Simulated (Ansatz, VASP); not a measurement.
Two plane-wave programs on C

```xyz
14
Lattice="2.5129 0.0000 0.0000 0.0000 2.5129 0.0000 0.0000 0.0000 26.5499" Properties=species:S:1:pos:R:3 pbc="T T T"
C     0.0000    1.2565    7.5774
C     0.0000    0.0000    8.3627
C     1.2565    0.0000    9.2850
C     1.2565    1.2565   10.1624
C     0.0000    1.2565   11.0544
C     0.0000    0.0000   11.9416
C     1.2565    0.0000   12.8309
C     1.2565    1.2565   13.7189
C     0.0000    1.2565   14.6082
C     0.0000    0.0000   15.4955
C     1.2565    0.0000   16.3874
C     1.2565    1.2565   17.2649
C     0.0000    1.2565   18.1872
C     0.0000    0.0000   18.9725
```

Alike in both runs: functional PBEsol; k mesh 11 × 11 × 1; occupations gaussian, width 0.05 eV; no spin polarisation.

Ansatz relaxed the structure, and its values are those at the end. VASP's run is a single point on that final structure, the one shown.

|  | VASP | Ansatz |
| --- | --- | --- |
| version | VASP 6.6.1 | Ansatz 0.2.0 |
| potentials or method | VASP PAW PBE potentials, release 64 (C), cutoff 520 eV | scalar-relativistic, plane waves, PAW |
| valence electrons in the cell | 56 | 56 |

```csv
,VASP,Ansatz,Ansatz less VASP
gap on the k mesh at the Fermi level (eV),none,none,-
rms of the force components (eV/Å),0.013,0.000,-0.0130
```

VASP's potentials were made for PBE, not for PBEsol. A gap of «none» marks a metal or a gap that the smearing closes.
